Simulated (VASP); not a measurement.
# ZnSe (F-43m) in VASP: further runs, part 3 of 3

VASP 6.6.1. The steps go on from the part before.

### 4 Electric field gradients, PBE (volume scaled by 0.98)

Input file INCAR:

```
PREC = Accurate ; ENCUT = 520
EDIFF = 1E-8 ; ISMEAR = -1
SIGMA = 0.03 ; LREAL = False
LASPH = True ; NELM = 100
ALGO = Normal ; ISIF = 2
LWAVE = False ; LCHARG = False
GGA = PE ; LEFG = True
NBANDS = 16
```

Input file KPOINTS:

```
Automatic mesh
0
Gamma
  8 8 8
```

Input file POSCAR:

```
ZnSe
1.0
    0.0000000000      2.8147806350      2.8147806350
    2.8147806350      0.0000000000      2.8147806350
    2.8147806350      2.8147806350      0.0000000000
Zn Se
1 1
Direct
    0.0000000000      0.0000000000      0.0000000000
    0.7500000000      0.7500000000      0.7500000000
```

Potentials or basis: VASP PAW PBE potentials, release 64 (Zn, Se).

Command:

```sh
> cat potpaw_PBE.64/Zn/POTCAR potpaw_PBE.64/Se/POTCAR > POTCAR
> mpirun -np 1 vasp_std > vasp.out
```

OUTCAR:

```text
PREC = Accurate
   ENCUT = 520
   EDIFF = 1E-8
   ISMEAR = -1
   LREAL = False
   LASPH = True
   NELM = 100
   ISIF = 2
   GGA = PE

 ion  position               nearest neighbor table
   1  0.000  0.000  0.000-   2 2.44   2 2.44   2 2.44   2 2.44
   2  0.750  0.750  0.750-   1 2.44   1 2.44   1 2.44   1 2.44

  LATTYP: Found a face centered cubic cell.
 ALAT       =     5.6295612700

  Lattice vectors:

 A1 = (   0.0000000000,   2.8147806350,   2.8147806350)
 A2 = (   2.8147806350,   0.0000000000,   2.8147806350)
 A3 = (   2.8147806350,   2.8147806350,   0.0000000000)

Analysis of symmetry for initial positions (statically):
=====================================================================
 Subroutine PRICEL returns:
 Original cell was already a primitive cell.

 Routine SETGRP: Setting up the symmetry group for a
 face centered cubic supercell.

 Subroutine GETGRP returns: Found 24 space group operations
 (whereof 24 operations were pure point group operations)
 out of a pool of 48 trial point group operations.

The static configuration has the point symmetry T_d .

Analysis of symmetry for dynamics (positions and initial velocities):
=====================================================================
 Subroutine PRICEL returns:
 Original cell was already a primitive cell.

 Routine SETGRP: Setting up the symmetry group for a
 face centered cubic supercell.

 Subroutine GETGRP returns: Found 24 space group operations
 (whereof 24 operations were pure point group operations)
 out of a pool of 48 trial point group operations.

The dynamic configuration has the point symmetry T_d .

 Subroutine INISYM returns: Found 24 space group operations
 (whereof 24 operations are pure point group operations),
 and found     1 'primitive' translations

----------------------------------------------------------------------------------------

                                     Primitive cell

  volume of cell :      44.6030

  direct lattice vectors                    reciprocal lattice vectors
     0.000000000  2.814780635  2.814780635    -0.177633736  0.177633736  0.177633736
     2.814780635  0.000000000  2.814780635     0.177633736 -0.177633736  0.177633736
     2.814780635  2.814780635  0.000000000     0.177633736  0.177633736 -0.177633736

  length of vectors
     3.980700949  3.980700949  3.980700949     0.307670656  0.307670656  0.307670656

  position of ions in fractional coordinates (direct lattice)
     0.000000000  0.000000000  0.000000000
     0.750000000  0.750000000  0.750000000

  ion indices of the primitive-cell ions
   primitive index   ion index
                 1           1
                 2           2

----------------------------------------------------------------------------------------

 KPOINTS: Automatic mesh

Automatic generation of k-mesh.
 Grid dimensions read from file:
 generate k-points for:    8    8    8

 Generating k-lattice:

  Cartesian coordinates                     Fractional coordinates (reciprocal lattice)
[... 59 lines left out ...]
   NELM   =    100;   NELMIN=  2; NELMDL= -5     # of ELM steps
   EDIFF  = 0.1E-07   stopping-criterion for ELM
   LREAL  =      F    real-space projection
   EDIFFG = 0.1E-06   stopping-criterion for IOM
   NSW    =      0    number of steps for IOM
   IBRION =     -1    ionic relax: 0-MD 1-quasi-New 2-CG
   NFREE  =      0    steps in history (QN), initial steepest desc. (CG)
   ISIF   =      2    stress and relaxation
   ISYM   =      2    0-nonsym 1-usesym 2-fastsym
   POTIM  = 0.5000    time-step for ionic-motion
   TEBEG  =    0.0;   TEEND  =   0.0 temperature during run
   PSTRESS=    0.0 pullay stress
   NELECT =      18.0000    total number of electrons
   NUPDOWN=      -1.0000    fix difference up-down
   EMIN   =  10.00;   EMAX   =-10.00  energy-range for DOS
   EFERMI =   0.00;   METHOD = LEGACY
   ISMEAR =    -1;   SIGMA  =   0.03  broadening in eV -4-tet -1-fermi 0-gaus
   EFERMI_NEDOS =   21; number of points for ismear=-14 and -15
   IALGO  =     38    algorithm
   IMIX   =      4    mixing-type and parameters
     AMIX     =   0.40;   BMIX     =  1.00
     AMIX_MAG =   1.60;   BMIX_MAG =  1.00
  volume/ion in A,a.u.               =      22.30       150.50
  Fermi-wavevector in a.u.,A,eV,Ry     =   1.209793  2.286178 19.913479  1.463599
  Thomas-Fermi vector in A             =   2.345360
   LORBIT       =      0    0 simple, 1 ext, 2 COOP (PROOUT), +10 PAW based schemes
   GGA     = PE    functional components
[... 5 lines left out ...]
 non-spin polarized calculation
  energy-cutoff  :      520.00
  volume of cell :       44.60
 maximum number of plane-waves:      1243
 NGX is ok and might be reduce to    30
   NGX = 15   NGY = 15   NGZ = 15

 number of electron      17.9999996 magnetization

 Free energy of the ion-electron system (eV)
  ---------------------------------------------------
  ext. energy  EPLUGINS =         0.00000000
  ---------------------------------------------------
  free energy    TOTEN  =        -6.00283335 eV

  energy without entropy =       -6.00283335  energy(sigma->0) =       -6.00283335

 E-fermi :   2.4279     XC(G=0):  -9.4143

 val. band max:        1.7887275097   @ k =   0.0000   0.0000   0.0000
 cond. band min:       3.1613766248   @ k =   0.0000   0.0000   0.0000
 fundamental gap:      1.3726491151
 Fermi energy:         2.4278802648

 k-point     1 :       0.0000    0.0000    0.0000
  band No.  band energies     occupation
      1     -11.6024      2.00000
      2      -4.8330      2.00000
      3      -4.8330      2.00000
      4      -4.8330      2.00000
      5      -4.4445      2.00000
      6      -4.4445      2.00000
[... 433 lines left out ...]
      3      -4.6860      2.00000
      4      -4.4798      2.00000
      5      -4.4375      2.00000
      6      -4.2259      2.00000
[... 8 lines left out ...]
     15      14.6132      0.00000
     16      15.4489      0.00000

 [... further k-points ...]
[... 5 lines left out ...]
  --------------------------------------------------------------------------------------
  -------------------------------------------------------------------------------------
  Total        1.0476880      1.0476880      1.0476880      0.0000000      0.0000000      0.0000000
  in kB       37.6338720     37.6338720     37.6338720      0.0000000      0.0000000      0.0000000
  external PRESSURE =      37.6338720 kB  Pullay stress =       0.0000000 kB

 VOLUME and BASIS-vectors are now :
 -----------------------------------------------------------------------------
  energy-cutoff  :      520.00
  volume of cell :       44.60
      direct lattice vectors                 reciprocal lattice vectors
     0.000000000  2.814780635  2.814780635    -0.177633736  0.177633736  0.177633736
     2.814780635  0.000000000  2.814780635     0.177633736 -0.177633736  0.177633736
     2.814780635  2.814780635  0.000000000     0.177633736  0.177633736 -0.177633736

 POSITION                                       TOTAL-FORCE (eV/Angst)
 -----------------------------------------------------------------------------------
      0.00000      0.00000      0.00000         0.000000      0.000000      0.000000
      4.22217      4.22217      4.22217        -0.000000     -0.000000     -0.000000
 -----------------------------------------------------------------------------------
    total drift:                                0.000000      0.000000     -0.000000

  FREE ENERGIE OF THE ION-ELECTRON SYSTEM (eV)
  ---------------------------------------------------
  free  energy   TOTEN  =        -6.0028333453 eV

  energy  without entropy=       -6.0028333453  energy(sigma->0) =       -6.00283335

 Electric field gradients (V/A^2)
---------------------------------------------------------------------
 ion       V_xx      V_yy      V_zz      V_xy      V_xz      V_yz
---------------------------------------------------------------------
   1      -0.000    -0.000     0.000     0.003     0.003     0.003
   2       0.000    -0.000    -0.000    -0.000    -0.000    -0.000
---------------------------------------------------------------------

 Electric field gradients after diagonalization (V/A^2)
 (convention: |V_zz| > |V_xx| > |V_yy|)
----------------------------------------------------------------------
 ion       V_xx      V_yy      V_zz     asymmetry (V_yy - V_xx)/ V_zz
----------------------------------------------------------------------
   1      -0.003    -0.003     0.006       0.000
   2       0.000     0.000    -0.000       0.000
----------------------------------------------------------------------

           NMR quadrupolar parameters

 Cq : quadrupolar parameter    Cq=e*Q*V_zz/h
 eta: asymmetry parameters     (V_yy - V_xx)/ V_zz
 Q  : nuclear electric quadrupole moment in mb (millibarn)
----------------------------------------------------------------------
 ion       Cq(MHz)       eta       Q (mb)
----------------------------------------------------------------------
   1       0.000       0.000       1.000
   2      -0.000       0.000       1.000
----------------------------------------------------------------------
```

OSZICAR:

```text
N       E                     dE             d eps       ncg     rms          rms(c)
DAV:   1     0.886057807653E+02    0.88606E+02   -0.88826E+03   928   0.131E+03
DAV:   2    -0.632729783993E+00   -0.89239E+02   -0.83049E+02  1072   0.257E+02
DAV:   3    -0.624527083930E+01   -0.56125E+01   -0.55912E+01  1104   0.620E+01
DAV:   4    -0.629067944079E+01   -0.45409E-01   -0.45404E-01  1176   0.616E+00
DAV:   5    -0.629088223934E+01   -0.20280E-03   -0.20280E-03  1128   0.364E-01    0.493E+00
DAV:   6    -0.602231488358E+01    0.26857E+00   -0.53275E-01  1344   0.242E+01    0.375E+00
DAV:   7    -0.600276855069E+01    0.19546E-01   -0.15708E-01  1104   0.356E+00    0.159E+00
DAV:   8    -0.600251886503E+01    0.24969E-03   -0.44658E-03  1224   0.709E-01    0.458E-01
DAV:   9    -0.600273277282E+01   -0.21391E-03   -0.11135E-03  1088   0.254E-01    0.657E-02
DAV:  10    -0.600284365274E+01   -0.11088E-03   -0.21563E-04  1168   0.109E-01    0.245E-02
DAV:  11    -0.600283207405E+01    0.11579E-04   -0.41491E-05  1136   0.559E-02    0.495E-03
DAV:  12    -0.600283305443E+01   -0.98038E-06   -0.55628E-06  1168   0.140E-02    0.253E-03
DAV:  13    -0.600283335486E+01   -0.30043E-06   -0.45346E-07  1096   0.479E-03    0.127E-03
DAV:  14    -0.600283331839E+01    0.36473E-07   -0.31161E-08  1248   0.187E-03    0.684E-04
DAV:  15    -0.600283334520E+01   -0.26817E-07   -0.10769E-08   872   0.703E-04    0.347E-05
DAV:  16    -0.600283334528E+01   -0.75261E-10   -0.13015E-09   592   0.291E-04
   1 F= -.60028333E+01 E0= -.60028333E+01  d E =-.462464E-11
```

Run time: 14 s. Hardware: 1 thread of AMD EPYC 9R45 (Zen 5), shared host; peak memory 0.14 GiB.

What came out:

```
Free energy            : -6.0028 eV
Pressure               : 3.8 GPa
Band gap on the k mesh : 1.37 eV, direct
```

Levels at points of the mesh, in eV from the valence-band top:
```
           k point  band 7  band 8  band 9  band 10  band 11  band 12
(0.00, 0.00, 0.00)    0.00    0.00    0.00     1.37     5.79     5.79
(0.50, 0.00, 0.00)   -5.36   -0.90   -0.90     2.58     6.38     6.38
(0.50, 0.50, 0.00)   -4.84   -2.26   -2.26     2.94     3.46    10.89
```

Caveat: without QUAD_EFG the Cq values of the log hold for a quadrupole moment of 1 mb, not for the nuclei.

### 5 The runs side by side

```csv
cell,gap on the mesh (eV),pressure (GPa)
"a = 3.953 Å, angles 60.0°, 2 atoms",1.46,5.3
"a = 3.994 Å, angles 60.0°, 2 atoms",1.33,3.0
"a = 3.981 Å, angles 60.0°, 2 atoms",1.37,3.8
```

Alike in all rows: task electric field gradients; level PBE; potentials or basis VASP PAW PBE potentials, release 64 (Zn, Se); no spin polarisation; k mesh 8 × 8 × 8; cutoff (eV) 520; smearing fermi-dirac 0.03 eV.

Absolute energies hang on the potentials; compare differences alone.
